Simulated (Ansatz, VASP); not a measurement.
SbW: VASP beside Ansatz

```
W Sb
1.0
     2.92789    0.00000    0.00000
     0.00000    2.92789    0.00000
     0.00000    0.00000    2.92789
W Sb
1 1
Direct
  0.00000 0.00000 0.00000
  0.50000 0.50000 0.50000
```

Change from the starting cell: volume scaled by 0.68, PAW files, source ansatz.

Alike in both runs: task single point; functional PBE; k mesh 12 × 12 × 12; occupations fermi-dirac, width 0.08 eV; no spin polarisation.

```csv
,VASP,Ansatz
version,VASP 6.6.1,Ansatz 0.2.0
potentials or method,"VASP PAW PBE potentials, release 64 (W_sv, Sb)","PAW with other files of Ansatz's library (source ansatz), scalar-relativistic"
plane-wave cutoff (eV),520,760
valence electrons in the cell,19,49
```

VASP gave:

| Item | Value |
| --- | --- |
| pressure (GPa) | 166.6 |

Q: Which values does Ansatz return?

A: Pressure (GPa): 165.0.

Both programs put the cell under a high pressure, so it lies far from rest at this level. VASP's potentials hold 19 valence electrons a cell and Ansatz's 49, so a difference there can come from the potentials and not from the codes.

Spin-orbit coupling is off throughout. Noted on VASP's run: the cell as given lies far from equilibrium.
